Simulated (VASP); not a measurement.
Input of a VASP 6.6.1 run:

File INCAR:

```
PREC = Accurate
ENCUT = 520
EDIFF = 1E-6
ISMEAR = 0
SIGMA = 0.01
LREAL = False
LASPH = True
NELM = 100
ALGO = Normal
ISIF = 2
LWAVE = False
LCHARG = False
GGA = PS
NBANDS = 16
```

File KPOINTS:

```
Automatic mesh
0
Gamma
  8 8 8
```

Contents of POSCAR:

```
InP
1.0
    2.9539785699      2.9539785699      0.0000000000
   -2.9539785699      2.9539785699      0.0000000000
    0.0000000000      2.9539785699      2.9304643126
In P
1 1
Direct
    0.0000000000      0.0000000000      0.0000000000
    0.7500000000      0.2500000000      0.5000000000
```

Potentials or basis: VASP PAW PBE potentials, release 64 (In_d, P).

Command:

```console
$ cat potpaw_PBE.64/In_d/POTCAR potpaw_PBE.64/P/POTCAR > POTCAR
$ mpirun -np 1 vasp_std > vasp.out
```

Task: What does it give for the pressure?

Result: -0.5 GPa.

Task: Predict the band gap on the k mesh.

Result: 0.50 eV, direct.

Stress tensor (GPa, compression positive):
```
-0.60  0.00  0.00
 0.00 -0.60  0.00
 0.00  0.00 -0.27
```

Caveat: the cell differs from its parent crystal (in-plane strain +0.005); the PAW data sets were made with another functional, which shifts forces and pressure a little; spin-orbit coupling is left out, which moves the levels of the heavy elements.
